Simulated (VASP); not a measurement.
Input of a VASP 6.6.1 run:

INCAR

```
SYSTEM = Ta2F
PREC = Accurate
ENCUT = 520
EDIFF = 1E-6
ISMEAR = 0
SIGMA = 0.2
LREAL = .False.
LASPH = .True.
NELM = 60
ALGO = Normal
ISIF = 2
LWAVE = .False.
LCHARG = .False.
GGA = PE
NBANDS = 38
```

Contents of KPOINTS:

```
Automatic mesh
0
Gamma
  3 5 3
  0 0 0
```

The input POSCAR:

```
Ta2F
1.0
    6.4538600677      0.0000000000     -0.7093923117
    0.0000000000      2.8607950926      0.0000000000
   -0.5868628334      0.0000000000      5.5448297692
Ta F
4 2
Direct
    0.6711411692      0.6343202315      0.4125576569
    0.3288588308      0.1343202315      0.0874423431
    0.3288588308      0.3656797685      0.5874423431
    0.6711411692      0.8656797685      0.9125576569
    0.0000000000      0.0000000000      0.0000000000
    0.0000000000      0.5000000000      0.5000000000
```

Potentials or basis: VASP PAW PBE potentials, release 64 (Ta_pv, F).

The run is started by

```bash
$ cat potpaw_PBE.64/Ta_pv/POTCAR potpaw_PBE.64/F/POTCAR > POTCAR
$ mpirun -np 1 vasp_std > vasp.out
```

Problem. Estimate the band gap on the k mesh.

Solution. Zero (band 29 reaches 5.33 eV, above the bottom of band 30 at 4.49 eV).

Problem. Estimate the pressure.

Solution. -0.2 GPa.

Problem. Predict the largest force.

Solution. 0.086 eV/Å.

Stress tensor (GPa, compression positive):
```
-0.07  0.00 -0.17
 0.00 -0.72  0.00
-0.17  0.00  0.32
```

Caveat: the k points lie up to 0.44 Å⁻¹ apart; spin-orbit coupling is left out, which moves the levels of the heavy elements.
